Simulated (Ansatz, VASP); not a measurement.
**Nb: VASP beside Ansatz**

The input INCAR:

```
  PREC = Accurate
  ENCUT = 600
  EDIFF = 1E-6
  ISMEAR = -1
  SIGMA = 0.05
  LREAL = F
  LASPH = T
  NELM = 100
  ALGO = Normal
  ISIF = 3
  LWAVE = F
  LCHARG = F
  GGA = PE
  IBRION = 2
  NSW = 80
  EDIFFG = -0.01
```

KPOINTS

```
Automatic mesh
0
Gamma
  16 16 16
```

File POSCAR:

```
Nb
1.0
   -1.6502000000      1.6502000000      1.6502000000
    1.6502000000     -1.6502000000      1.6502000000
    1.6502000000      1.6502000000     -1.6502000000
Nb
1
Direct
    0.0000000000      0.0000000000      0.0000000000
```

Input for Ansatz:

```yaml
crystal:
  lattice:
    - [-1.6502, 1.6502, 1.6502]
    - [1.6502, -1.6502, 1.6502]
    - [1.6502, 1.6502, -1.6502]
  atoms:
    - { symbol: Nb, position: [0.0, 0.0, 0.0] }
basis:
  ecutwfc: 420
  xc_grid: 2
hamiltonian:
  xc: pbe
  pseudopotentials: { kind: paw, azcp: { folder: soft_1 } }
kpoints:
  mp_grid: { grid: [16, 16, 16] }
scf:
  occupations: { method: fermi_dirac, width: 0.05 }
  max_iter: 150
output:
  forces: true
  stress: true
relax:
  f_tol: 0.01
  max_steps: 60
  cell: {}
checkpoint:
  write: "../pbe.run"
  compress: false
  write_wavefunctions: false
  write_every: 100000
```

Alike in both runs: task relaxation of cell and atoms; functional PBE; k mesh 16 × 16 × 16; occupations fermi-dirac, width 0.05 eV; no spin polarisation.

```csv
,VASP,Ansatz
version,VASP 6.6.1,Ansatz 0.2.0
potentials or method,"VASP PAW PBE potentials, release 64 (Nb_sv), cutoff 600 eV",plane-wave PAW DFT
valence electrons in the cell,13,13
```

|  | VASP | Ansatz | Ansatz less VASP |
| --- | --- | --- | --- |
| relaxed volume (Å³/atom) | 18.08 | 18.12 | +0.035 |
| relaxed length of the cell vector where the two differ most in proportion (Å) | 2.864 | 2.866 | +0.0018 |
